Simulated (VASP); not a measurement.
# Si16C in VASP: single point with PBE

Aim: the single point of Si16C with PBE.

All numbers are computed with VASP 6.6.1; they aren't measurements. Logs are shortened: lines on timing, memory, paths and dates and some standing lists are left out, and cuts for length are marked.

## Step 1: The cell of the first run

The cell holds a slab with vacuum, 17 atoms: a = 7.702 Å, b = 6.365 Å, c = 19.753 Å, α = 90.00°, β = 90.00°, γ = 90.00°.

## Step 2: Single point, PBE, collinear spin

INCAR

```
SYSTEM = Si16C
PREC = Accurate
ENCUT = 520
EDIFF = 1E-6
ISMEAR = 0
SIGMA = 0.05
LREAL = Auto
LASPH = .True.
NELM = 150
ALGO = Normal
ISIF = 2
LWAVE = .False.
LCHARG = .False.
ISPIN = 2
MAGMOM = 0 0 0 0 0 0 0 0 0 0 0 0 0 0 0 0 2
LORBIT = 11
LDIPOL = .True.
IDIPOL = 3
DIPOL = 0.5 0.5 0.323
GGA = PE
NBANDS = 52
```

KPOINTS

```
Automatic mesh
0
Gamma
  4 4 1
  0 0 0
```

POSCAR

```
Si16C
1.0
    7.7021643869      0.0000000000      0.0000000000
    0.0000000000      6.3646811531      0.0000000000
    0.0000000000      0.0000000000     19.7525434939
Si C
16 1
Direct
    0.0000000000      0.9370679262      0.2025055660
    0.5000000000      0.9370679262      0.2025055660
    0.0000000000      0.5629320738      0.2025055660
    0.5000000000      0.5629320738      0.2025055660
    0.2500000000      0.4370679262      0.2587875163
    0.7500000000      0.4370679262      0.2587875163
    0.2500000000      0.0629320738      0.2587875163
    0.7500000000      0.0629320738      0.2587875163
    0.2500000000      0.9333044689      0.3720589473
    0.7500000000      0.9333044689      0.3720589473
    0.2500000000      0.5666955311      0.3720589473
    0.7500000000      0.5666955311      0.3720589473
    0.0000000000      0.4259907553      0.4177964978
    0.5000000000      0.4259907553      0.4177964978
    0.0000000000      0.0740092447      0.4177964978
    0.5000000000      0.0740092447      0.4177964978
    0.0000000000      1.2593240886      0.4894458880
```

Potentials or basis: VASP PAW PBE potentials, release 64 (Si, C).

Run with:

```bash
$ cat potpaw_PBE.64/Si/POTCAR potpaw_PBE.64/C/POTCAR > POTCAR
$ mpirun -np 1 vasp_std > vasp.out
```

OUTCAR:

```text
SYSTEM = Si16C
   PREC = Accurate
   ENCUT = 520
   EDIFF = 1E-6
   ISMEAR = 0
   LREAL = Auto
   LASPH = .True.
   NELM = 150
   ISIF = 2
   ISPIN = 2
   LORBIT = 11
   GGA = PE

 ion  position               nearest neighbor table
   1  0.000  0.937  0.203-   7 2.36   8 2.36   3 2.38
   2  0.500  0.937  0.203-   7 2.36   8 2.36   4 2.38
   3  0.000  0.563  0.203-   5 2.36   6 2.36   1 2.38
   4  0.500  0.563  0.203-   5 2.36   6 2.36   2 2.38
   5  0.250  0.437  0.259-   3 2.36   4 2.36   7 2.38  11 2.38
   6  0.750  0.437  0.259-   3 2.36   4 2.36   8 2.38  12 2.38
   7  0.250  0.063  0.259-   1 2.36   2 2.36   5 2.38   9 2.38
   8  0.750  0.063  0.259-   1 2.36   2 2.36   6 2.38  10 2.38
   9  0.250  0.933  0.372-  15 2.31  16 2.31  11 2.33   7 2.38
  10  0.750  0.933  0.372-  15 2.31  16 2.31  12 2.33   8 2.38
  11  0.250  0.567  0.372-  13 2.31  14 2.31   9 2.33   5 2.38
  12  0.750  0.567  0.372-  13 2.31  14 2.31  10 2.33   6 2.38
  13  0.000  0.426  0.418-  17 1.77  15 2.24  11 2.31  12 2.31
  14  0.500  0.426  0.418-  16 2.24  12 2.31  11 2.31
  15  0.000  0.074  0.418-  17 1.84  13 2.24   9 2.31  10 2.31
  16  0.500  0.074  0.418-  14 2.24  10 2.31   9 2.31
  17  0.000  0.259  0.489-  13 1.77  15 1.84

  LATTYP: Found a simple orthorhombic cell.
 ALAT       =     6.3646811531
 B/A-ratio  =     1.2101414355
 C/A-ratio  =     3.1034615904

  Lattice vectors:

 A1 = (   0.0000000000,  -6.3646811531,   0.0000000000)
 A2 = (   7.7021643869,   0.0000000000,   0.0000000000)
 A3 = (   0.0000000000,   0.0000000000,  19.7525434939)

Analysis of symmetry for initial positions (statically):
=====================================================================
 Subroutine PRICEL returns:
 Original cell was already a primitive cell.

 Routine SETGRP: Setting up the symmetry group for a
 simple orthorhombic supercell.

 Subroutine GETGRP returns: Found  2 space group operations
 (whereof  2 operations were pure point group operations)
 out of a pool of  8 trial point group operations.

The static configuration has the point symmetry C_1h.

Analysis of symmetry for dynamics (positions and initial velocities):
=====================================================================
 Subroutine PRICEL returns:
 Original cell was already a primitive cell.

 Routine SETGRP: Setting up the symmetry group for a
 simple orthorhombic supercell.

 Subroutine GETGRP returns: Found  2 space group operations
 (whereof  2 operations were pure point group operations)
 out of a pool of  8 trial point group operations.

The dynamic configuration has the point symmetry C_1h.

Analysis of structural, dynamic, and magnetic symmetry:
=====================================================================
 Subroutine PRICEL returns:
 Original cell was already a primitive cell.

 Routine SETGRP: Setting up the symmetry group for a
 simple orthorhombic supercell.

 Subroutine GETGRP returns: Found  2 space group operations
 (whereof  2 operations were pure point group operations)
 out of a pool of  8 trial point group operations.

The overall configuration has the point symmetry C_1h.

 Subroutine INISYM returns: Found  2 space group operations
 (whereof  2 operations are pure point group operations),
 and found     1 'primitive' translations

----------------------------------------------------------------------------------------

                                     Primitive cell

  volume of cell :     968.3056

  direct lattice vectors                    reciprocal lattice vectors
     7.702164387  0.000000000  0.000000000     0.129833635  0.000000000  0.000000000
     0.000000000  6.364681153  0.000000000     0.000000000  0.157117061  0.000000000
     0.000000000  0.000000000 19.752543494     0.000000000  0.000000000  0.050626391

  length of vectors
     7.702164387  6.364681153 19.752543494     0.129833635  0.157117061  0.050626391

  position of ions in fractional coordinates (direct lattice)
     0.000000000  0.937067926  0.202505566
     0.500000000  0.937067926  0.202505566
     0.000000000  0.562932074  0.202505566
     0.500000000  0.562932074  0.202505566
[... 79 lines left out ...]
 SYSTEM =  Si16C
   PREC   = accura    normal or accurate (medium, high low for compatibility)
   ISTART =      0    job   : 0-new  1-cont  2-samecut
   ICHARG =      2    charge: 1-file 2-atom 10-const
   ISPIN  =      2    spin polarized calculation?
   LNONCOLLINEAR =      F non collinear calculations
   LSORBIT =      F    spin-orbit coupling
   LASPH  =      T    aspherical Exc in radial PAW
   ENCUT  =  520.0 eV  38.22 Ry    6.18 a.u.  14.32 11.83 36.73*2*pi/ulx,y,z
   NELM   =    150;   NELMIN=  2; NELMDL= -5     # of ELM steps
   EDIFF  = 0.1E-05   stopping-criterion for ELM
   LREAL  =      T    real-space projection
   EDIFFG = 0.1E-04   stopping-criterion for IOM
   NSW    =      0    number of steps for IOM
   IBRION =     -1    ionic relax: 0-MD 1-quasi-New 2-CG
   NFREE  =      0    steps in history (QN), initial steepest desc. (CG)
   ISIF   =      2    stress and relaxation
   ISYM   =      2    0-nonsym 1-usesym 2-fastsym
   POTIM  = 0.5000    time-step for ionic-motion
   TEBEG  =    0.0;   TEEND  =   0.0 temperature during run
   PSTRESS=    0.0 pullay stress
   NELECT =      68.0000    total number of electrons
   NUPDOWN=      -1.0000    fix difference up-down
   EMIN   =  10.00;   EMAX   =-10.00  energy-range for DOS
   EFERMI =   0.00;   METHOD = LEGACY
   ISMEAR =     0;   SIGMA  =   0.05  broadening in eV -4-tet -1-fermi 0-gaus
   EFERMI_NEDOS =   21; number of points for ismear=-14 and -15
   IALGO  =     38    algorithm
   IMIX   =      4    mixing-type and parameters
     AMIX     =   0.40;   BMIX     =  1.00
     AMIX_MAG =   1.60;   BMIX_MAG =  1.00
  volume/ion in A,a.u.               =      56.96       384.38
  Fermi-wavevector in a.u.,A,eV,Ry     =   0.675420  1.276358  6.206864  0.456192
  Thomas-Fermi vector in A             =   1.752430
   LORBIT       =     11    0 simple, 1 ext, 2 COOP (PROOUT), +10 PAW based schemes
   GGA     = PE    functional components
   LHFCALC =     F    Hartree Fock is set to
   AEXX    =    0.0000 exact exchange contribution
   IVDW    =     0    specifies the selected vdW correction
   LEPSILON=     F    determine dielectric tensor
   LRPA    =     F    only Hartree local field effects (RPA)
 spin polarized calculation
 Gauss-broadening in eV      SIGMA  =   0.05
  energy-cutoff  :      520.00
  volume of cell :      968.31
 maximum number of plane-waves:     26115
 NGX is ok and might be reduce to    60
   NGX = 29   NGY = 23   NGZ = 73

 dipolmoment           0.000000      0.000000     -0.214973 electrons x Angstroem

 number of electron      67.9999999 magnetization       1.3626617

 dipolmoment           0.000000      0.000000      0.140548 electrons x Angstroem

 Free energy of the ion-electron system (eV)
  ---------------------------------------------------
  ext. energy  EPLUGINS =         0.00000000
  ---------------------------------------------------
  free energy    TOTEN  =       -84.90753373 eV

  energy without entropy =      -84.90243003  energy(sigma->0) =      -84.90498188

 E-fermi :  -1.3226     XC(G=0):  -3.9705

 val. band max:       -1.3857963834   @ k =   0.0000   0.0000   0.0000
 cond. band min:      -1.3189041441   @ k =   0.2500   0.2500   0.0000
 fundamental gap:      0.0668922393
 Fermi energy:        -1.3225761963

 spin component 1

 k-point     1 :       0.0000    0.0000    0.0000
  band No.  band energies     occupation
      1     -14.2915      1.00000
      2     -12.5943      1.00000
      3     -11.4044      1.00000
      4     -11.2756      1.00000
      5     -10.6616      1.00000
      6      -9.8400      1.00000
[... 430 lines left out ...]
     45       1.9766      0.00000
     46       2.0565      0.00000
 Fermi energy:        -1.3225761963

 spin component 2

 k-point     1 :       0.0000    0.0000    0.0000
  band No.  band energies     occupation
      1     -13.8367      1.00000
      2     -12.4815      1.00000
      3     -11.3608      1.00000
      4     -11.2427      1.00000
      5     -10.6197      1.00000
      6      -9.7840      1.00000
[... 430 lines left out ...]
     45       2.0356      0.00000
     46       2.1961      0.00000
 [bands above 46 left out]

------------------------ aborting loop because EDIFF is reached ----------------------------------------

 vacuum level on the upper side and lower side of the slab       (xc-potential included)         0.253        -0.251

  FORCE on cell =-STRESS in cart. coord.  units (eV):
  Direction    XX          YY          ZZ          XY          YZ          ZX
  --------------------------------------------------------------------------------------
  -------------------------------------------------------------------------------------
  Total        3.3199151      2.2761731     -1.8946125      0.0000000     -1.4073266      0.0000000
  in kB        5.4931960      3.7662002     -3.1348626      0.0000000     -2.3285899      0.0000000
  external PRESSURE =       2.0415112 kB  Pullay stress =       0.0000000 kB

 VOLUME and BASIS-vectors are now :
 -----------------------------------------------------------------------------
  energy-cutoff  :      520.00
  volume of cell :      968.31
      direct lattice vectors                 reciprocal lattice vectors
     7.702164387  0.000000000  0.000000000     0.129833635  0.000000000  0.000000000
     0.000000000  6.364681153  0.000000000     0.000000000  0.157117061  0.000000000
     0.000000000  0.000000000 19.752543494     0.000000000  0.000000000  0.050626391

 POSITION                                       TOTAL-FORCE (eV/Angst)
 -----------------------------------------------------------------------------------
      0.00000      5.96414      4.00000         0.000000     -0.842664      0.677436
      3.85108      5.96414      4.00000         0.000000     -0.744632      0.570234
      0.00000      3.58288      4.00000         0.000000      0.846132      0.680827
      3.85108      3.58288      4.00000         0.000000      0.749755      0.580497
      1.92554      2.78180      5.11171         0.056055      0.035342     -0.637459
      5.77662      2.78180      5.11171        -0.056055      0.035342     -0.637459
[... 9 lines left out ...]
      3.85108      0.47105      8.25254         0.000000      0.094581      0.015474
      0.00000      1.65052      9.66780         0.000000     -0.923084      0.031757
 -----------------------------------------------------------------------------------
    total drift:                               -0.000000     -0.004888     -0.039329

  FREE ENERGIE OF THE ION-ELECTRON SYSTEM (eV)
  ---------------------------------------------------
  free  energy   TOTEN  =       -84.9075337309 eV

  energy  without entropy=      -84.9024300267  energy(sigma->0) =      -84.90498188

 vacuum level on the upper side and lower side of the slab         3.950         3.431

 total charge

# of ion       s       p       d       tot
------------------------------------------
    1        0.792   0.836   0.000   1.628
    2        0.791   0.838   0.000   1.628
    3        0.792   0.836   0.000   1.628
    4        0.791   0.838   0.000   1.628
    5        0.762   0.889   0.000   1.651
    6        0.762   0.889   0.000   1.651
[... 9 lines left out ...]
   16        0.784   0.897   0.000   1.681
   17        0.933   1.363   0.000   2.296
--------------------------------------------------
tot         13.293  15.733   0.000  29.026

 magnetization (x)

# of ion       s       p       d       tot
------------------------------------------
    1       -0.001  -0.002   0.000  -0.003
    2       -0.001   0.014   0.000   0.013
    3       -0.001  -0.008   0.000  -0.010
    4       -0.001   0.012   0.000   0.010
    5        0.001   0.002   0.000   0.003
    6        0.001   0.002   0.000   0.003
[... 9 lines left out ...]
   16       -0.000  -0.001   0.000  -0.001
   17        0.042   0.410   0.000   0.452
--------------------------------------------------
tot          0.055   0.542   0.000   0.598
```

Run time: 56 min. Hardware: 1 thread of Oxide Virtual Turin-like, shared host; peak memory 1.4 GiB.

Results:

```
Free energy                                           : -84.9075 eV
Largest force                                         : 2.140 eV/Å
Net moment                                            : 1.36 μB per cell
Site moments                                          : Si -0.00, +0.01, -0.01, +0.00, +0.02 (each value once); C +0.45 μB
Valence electrons inside the program's atomic spheres : Si 1.63, 1.65, 1.69, 1.75, 1.68, 1.72 (each value once); C 2.30
```

Forces on the atoms (eV/Å):
```
Si   0.000 -0.843  0.677
Si   0.000 -0.745  0.570
Si   0.000  0.846  0.681
Si   0.000  0.750  0.580
Si   0.056  0.035 -0.637
Si  -0.056  0.035 -0.637
Si   0.055 -0.033 -0.644
Si  -0.055 -0.033 -0.644
Si   0.076 -0.060 -0.160
Si  -0.076 -0.060 -0.160
Si   0.107  0.096 -0.214
Si  -0.107  0.096 -0.214
Si   0.000  2.134 -0.153
Si   0.000 -0.090  0.016
Si   0.000 -1.301  0.893
Si   0.000  0.095  0.015
C    0.000 -0.923  0.032
```
